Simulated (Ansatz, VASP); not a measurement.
# One calculation of GaB2As3, two programs

```xyz
6
Lattice="4.1868 0.0000 0.0000 0.0000 4.1868 0.0000 0.0000 0.0000 5.7569" Properties=species:S:1:pos:R:3 pbc="T T T"
Ga    2.0934    2.0934    4.1580
B     0.0000    0.0000    2.3111
B     2.0934    2.0934    1.9416
As    2.0934    0.0000    1.4396
As    0.0000    2.0934    1.4396
As    0.0000    0.0000    4.4028
```

Alike in both runs: functional PBE; k mesh 6 × 6 × 2; occupations gaussian, width 0.1 eV; no spin polarisation.

Ansatz relaxed the structure, and its values are those at the end. VASP's run is a single point on that final structure, the one shown.

```csv
,VASP,Ansatz
version,VASP 6.6.1,Ansatz 0.2.0
potentials or method,"VASP PAW PBE potentials, release 64 (Ga_d, B, As), cutoff 520 eV","scalar-relativistic, plane waves, PAW"
valence electrons in the cell,34,64
```

|  | VASP | Ansatz | Ansatz less VASP |
| --- | --- | --- | --- |
| gap on the k mesh at the Fermi level (eV) | none | none | - |
| pressure (GPa) | 0.5 | 0.2 | -0.28 |
| rms of the force components (eV/Å) | 0.013 | 0.006 | -0.0065 |

A gap of «none» marks a metal or a gap that the smearing closes. VASP's potentials hold 34 valence electrons a cell and Ansatz's 64, so a difference there can come from the potentials and not from the codes.

The k mesh is coarse, so the values compare programs but aren't converged.
